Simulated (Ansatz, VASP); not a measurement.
**CdS in VASP and in Ansatz**

INCAR

```
SYSTEM = CdS
ALGO     = Normal         ! electronic algorithm
EDIFF    = 1E-6           ! SCF threshold, eV
EDIFFG   = -0.005         ! ionic threshold
ENCUT    = 600            ! plane-wave cutoff, eV
GGA      = PE             ! functional
IBRION   = 2              ! ionic algorithm
ISIF     = 3              ! what is computed and relaxed
ISMEAR   = -1             ! smearing method
LASPH    = .TRUE.         ! aspherical terms in the spheres
LCHARG   = .FALSE.        ! write CHGCAR
LREAL    = .FALSE.        ! projectors in reciprocal space
LWAVE    = .FALSE.        ! write WAVECAR
NELM     = 100            ! most SCF steps
NSW      = 60             ! ionic steps
PREC     = Accurate       ! precision mode
SIGMA    = 0.1            ! smearing width, eV
```

File KPOINTS:

```
k-points
0
G
  13 13 13
  0 0 0
```

The input POSCAR:

```
CdS
1.0
    0.0000000000      2.5228479314      2.5228479314
    2.5228479314      0.0000000000      2.5228479314
    2.5228479314      2.5228479314      0.0000000000
Cd S
1 1
Direct
    0.0000000000      0.0000000000      0.0000000000
    0.5000000000      0.5000000000      0.5000000000
```

Input for Ansatz:

```yaml
crystal:
  lattice:
    - [0.0, 2.5228479314, 2.5228479314]
    - [2.5228479314, 0.0, 2.5228479314]
    - [2.5228479314, 2.5228479314, 0.0]
  atoms:
    - { symbol: Cd, position: [0.0, 0.0, 0.0] }
    - { symbol: S, position: [0.5, 0.5, 0.5] }
kpoints:
  mp_grid: { grid: [13, 13, 13] }
scf:
  occupations: { method: fermi_dirac, width: 0.1 }
hamiltonian:
  xc: pbe
  pseudopotentials: { kind: paw }
output:
  forces: true
  stress: true
relax:
  f_tol: 0.005
  max_steps: 40
  cell: {}
```

Alike in both runs: task relaxation of cell and atoms; functional PBE; k mesh 13 × 13 × 13; occupations fermi-dirac, width 0.1 eV; no spin polarisation.

```csv
,VASP,Ansatz
version,VASP 6.6.1,Ansatz 0.2.0
potentials or method,"VASP PAW PBE potentials, release 64 (Cd, S)","PAW with Ansatz's default frozen-core files, scalar-relativistic"
plane-wave cutoff (eV),600,420
valence electrons in the cell,18,26
```

|  | VASP | Ansatz | Ansatz less VASP |
| --- | --- | --- | --- |
| relaxed volume (Å³/atom) | 20.84 | 20.74 | -0.105 |
| relaxed length of the cell vector where the two differ most in proportion (Å) | 3.892 | 3.885 | -0.0066 |

VASP's potentials hold 18 valence electrons a cell and Ansatz's 26, so a difference there can come from the potentials and not from the codes.

Noted on VASP's run: the volume moved by over 15 % at a fixed basis, so the end points are rough.
